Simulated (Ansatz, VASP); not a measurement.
## Pd, level by level in two programs

```
Pd
1.0
     0.00000    1.95939    1.95939
     1.95939    0.00000    1.95939
     1.95939    1.95939    0.00000
Pd
1
Direct
  0.00000 0.00000 0.00000
```

Single points on this cell with VASP 6.6.1 and Ansatz 0.2.0. Each row is one pair of runs. Alike in all rows: spin: off; smearing: fermi-dirac, width 0.05 eV.

```csv
level,k mesh,"VASP's potentials, cutoff","Ansatz's potentials, cutoff","gap on the k mesh at the Fermi level (eV), VASP","gap on the k mesh at the Fermi level (eV), Ansatz","pressure (GPa), VASP","pressure (GPa), Ansatz"
r2SCAN+D4,12 × 12 × 12,"VASP PAW PBE potentials, release 64 (Pd), 520 eV","Ansatz PAW, 500 eV",none,?,-2.6,?
PBE+D3(BJ),12 × 12 × 12,"VASP PAW PBE potentials, release 64 (Pd), 520 eV","Ansatz PAW, 420 eV",none,none,-4.5,-4.2
revPBE,12 × 12 × 12,"VASP PAW PBE potentials, release 64 (Pd), 520 eV","Ansatz PAW, 420 eV",none,none,6.1,6.4
BLYP+D3(BJ),12 × 12 × 12,"VASP PAW PBE potentials, release 64 (Pd), 520 eV","Ansatz PAW, 420 eV",none,none,-2.6,-3.0
r2SCAN+rVV10,12 × 12 × 12,"VASP PAW PBE potentials, release 64 (Pd_sv_GW), 590 eV","Ansatz PAW, 500 eV",none,none,-5.3,-4.3
r2SCANh,6 × 6 × 6,"VASP PAW PBE potentials, release 64 (Pd), 520 eV","Ansatz PAW, 500 eV",none,none,-2.7,-3.4
```

Task: Fill in what Ansatz gave in row 1.

Result: gap on the k mesh at the Fermi level (eV): none; pressure (GPa): -3.2.

VASP's potentials hold 10 valence electrons a cell and Ansatz's 18 in some rows, so a difference there can come from the potentials and not from the codes.

A gap of «none» marks a metal or a gap that the smearing closes.

The k mesh is coarse in some rows, so the values compare programs but aren't converged.
